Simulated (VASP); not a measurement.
Pd: relaxation of cell and atoms with LDA

The system is Pd.

```
Pd
1.0
     0.00000    1.94650    1.94650
     1.94650    0.00000    1.94650
     1.94650    1.94650    0.00000
Pd
1
Direct
  0.00000 0.00000 0.00000
```

```json
{"Program": "VASP 6.6.1", "Task": "relaxation of cell and atoms", "Functional": "LDA", "Potentials or basis": "VASP PAW LDA potentials, release 64 (Pd)", "Cutoff": "600 eV", "k mesh": "10 × 10 × 10", "Occupations": "fermi-dirac, width 0.1 eV", "Spin": "no spin polarisation", "Dipole correction": "no", "Further INCAR settings": "ALGO = Normal; EDIFF = 1e-06; IBRION = 2; EDIFFG = -0.01; NSW = 80; ISIF = 3"}
```

```
Relaxed volume                         : 14.18 Å³/atom
Relaxed cell                           : a = 2.717 Å, b = 2.717 Å, c = 2.717 Å, α = 60.00°, β = 60.00°, γ = 60.00°
Space group after relaxing (to 0.05 Å) : Fm-3m (No. 225)
Energy gained by relaxing              : 14.8 meV/atom
Ionic steps                            : 4
Pressure after relaxing                : 0.0 GPa
Band gap on the k mesh                 : zero (band 5 reaches 10.62 eV, above the bottom of band 6 at 8.93 eV)
```

Step by step:
| step | energy change (eV) | largest force (eV/Å) | pressure (GPa) | volume (Å³) |
| --- | --- | --- | --- | --- |
| 1 | 0.0000 | 0.0000 | -7.99 | 14.75 |
| 2 | 0.0371 | 0.0000 | 18.88 | 13.23 |
| 3 | -0.0148 | 0.0000 | -0.19 | 14.19 |
| 4 | -0.0148 | 0.0000 | 0.00 | 14.18 |

Final structure:
```
Pd
1.0
     0.00000    1.92121    1.92121
     1.92121    0.00000    1.92121
     1.92121    1.92121    0.00000
Pd
1
Cartesian
  1.9212 1.9212 0.0000
```

Levels at points of the mesh, in eV from the Fermi level:
| k point | band 1 | band 2 | band 3 | band 4 | band 5 | band 6 | band 7 | band 8 | band 9 |
| --- | --- | --- | --- | --- | --- | --- | --- | --- | --- |
| (0.00, 0.00, 0.00) | -7.61 | -3.10 | -3.10 | -3.10 | -1.35 | -1.35 | 17.08 | 22.02 | 22.02 |
| (0.50, 0.00, 0.00) | -5.72 | -3.15 | -3.15 | -0.06 | -0.06 | 0.80 | 7.52 | 16.46 | 21.24 |
| (0.50, 0.50, 0.00) | -5.83 | -5.53 | -0.08 | 0.28 | 0.28 | 3.19 | 11.08 | 13.22 | 13.22 |

Wall time 7.5 s on 1 thread of Intel(R) Xeon(R) Platinum 8559C (Emerald Rapids) (shared host), peak memory 0.13 GiB.

LDA usually gives volumes a few per cent too small. Zero-point motion and thermal expansion aren't in these numbers.
